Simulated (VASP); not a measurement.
Input of a VASP 6.6.1 run:

The input INCAR:

```
SYSTEM = PtPbI6
ALGO = Normal
EDIFF = 1E-6
ENCUT = 520
GGA = PS
ISIF = 2
ISMEAR = -1
LASPH = .True.
LCHARG = .False.
LREAL = .False.
LWAVE = .False.
NBANDS = 43
NELM = 60
PREC = Accurate
SIGMA = 0.03
```

Contents of KPOINTS:

```
k-points
0
Gamma
  4 4 4
  0 0 0
```

Contents of POSCAR:

```
PtPbI6
1.0
    3.5129842694      2.0282224104      6.7288325972
   -3.5129842694      2.0282224104      6.7288325972
    0.0000000000     -4.0564448304      6.7288325943
Pt Pb I
1 1 6
Direct
    0.0000000000      0.0000000000      0.0000000000
    0.5000000000      0.5000000000      0.5000000000
    0.7882259750      0.4085359663      0.0306292243
    0.4085359663      0.0306292243      0.7882259750
    0.9693707757      0.2117740250      0.5914640337
    0.5914640337      0.9693707757      0.2117740250
    0.2117740250      0.5914640337      0.9693707757
    0.0306292243      0.7882259750      0.4085359663
```

Potentials or basis: VASP PAW PBE potentials, release 64 (Pt, Pb_d, I).

Command:

```console
$ cat potpaw_PBE.64/Pt/POTCAR potpaw_PBE.64/Pb_d/POTCAR potpaw_PBE.64/I/POTCAR > POTCAR
$ mpirun -np 1 vasp_std > vasp.out
```

Predict the pressure.

0.0 GPa.

Predict the band gap on the k mesh.

0.46 eV (least direct gap 0.48 eV).

What does it give for the largest force?

0.012 eV/Å.

Forces in eV/Å, atoms in the order of the input:
```
Pt   0.000  0.000  0.000
Pb   0.000  0.000  0.000
I    0.010  0.000 -0.007
I   -0.005 -0.008 -0.007
I    0.005 -0.009  0.007
I    0.005  0.008  0.007
I   -0.010  0.000  0.007
I   -0.005  0.009 -0.007
```

Caveat: the PAW data sets were made with another functional, which shifts forces and pressure a little; spin-orbit coupling is left out, which moves the levels of the heavy elements. A k mesh can miss the band edges.
